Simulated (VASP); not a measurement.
## Sc: relaxation of cell and atoms with PBEsol

Crystal: Sc.

```
Sc
1.0
     3.28000    0.00000    0.00000
    -1.64000    2.84056    0.00000
     0.00000    0.00000    5.35624
Sc
2
Direct
  0.33333 0.66667 0.25000
  0.66667 0.33333 0.75000
```

- Program: VASP 6.6.1
- Task: relaxation of cell and atoms
- Functional: PBEsol
- Potentials or basis: VASP PAW PBE potentials, release 64 (Sc_sv)
- Cutoff: 600 eV
- k mesh: 9 × 9 × 5
- Occupations: gaussian, width 0.05 eV
- Spin: no spin polarisation
- Target pressure: 20 GPa
- Dipole correction: no
- Further INCAR settings: ALGO = Normal; EDIFF = 1e-06; IBRION = 2; EDIFFG = -0.02; NSW = 80; ISIF = 3

| Property | Result |
| --- | --- |
| Relaxed volume | 18.60 Å³/atom |
| Relaxed cell | a = 3.023 Å, b = 3.023 Å, c = 4.701 Å, α = 90.00°, β = 90.00°, γ = 120.00° |
| Space group after relaxing (to 0.05 Å) | P6_3/mmc (No. 194) |
| Energy change on relaxing (the enthalpy is what falls) | +251.8 meV/atom |
| Ionic steps | 10 |
| Pressure after relaxing | 20.0 GPa |
| Band gap on the k mesh | zero (band 11 reaches 6.95 eV, above the bottom of band 12 at 4.73 eV) |

The path:
```tsv
step	energy change (eV)	largest force (eV/Å)	pressure (GPa)	volume (Å³)
1	0.0000	0.0000	-2.68	49.90
2	2.5425	0.0000	60.41	28.48
3	0.4656	0.0000	18.71	37.60
4	0.5173	0.0000	19.92	37.17
5	0.5462	0.0000	20.59	36.94
6	0.5387	0.0000	20.65	36.96
7	0.5405	0.0000	20.83	36.97
8	0.5340	0.0000	20.73	36.97
9	0.4697	0.0000	19.21	37.49
10	0.5035	0.0000	20.00	37.21
```

Final structure:
```xyz
2
Lattice="3.0232 0.0000 0.0000 -1.5116 2.6181 0.0000 0.0000 0.0000 4.7010" Properties=species:S:1:pos:R:3 pbc="T T T"
Sc    0.0000    1.7454    1.1753
Sc    1.5116    0.8727    3.5258
```

Levels at points of the mesh, in eV from the Fermi level:
| k point | band 7 | band 8 | band 9 | band 10 | band 11 | band 12 | band 13 | band 14 | band 15 |
| --- | --- | --- | --- | --- | --- | --- | --- | --- | --- |
| (0.00, 0.00, 0.00) | -26.76 | -26.70 | -5.51 | -2.07 | 1.58 | 1.91 | 1.91 | 2.31 | 2.58 |

Wall time 6.9 min on 1 thread of AMD EPYC 7R13 (shared host), peak memory 0.18 GiB.

Caveat: the cell is relaxed towards a set pressure, so the enthalpy falls and the energy may rise; the volume moved by over 15 % at a fixed basis, so the end points are rough; the PAW data sets were made with another functional, which shifts forces and pressure a little.
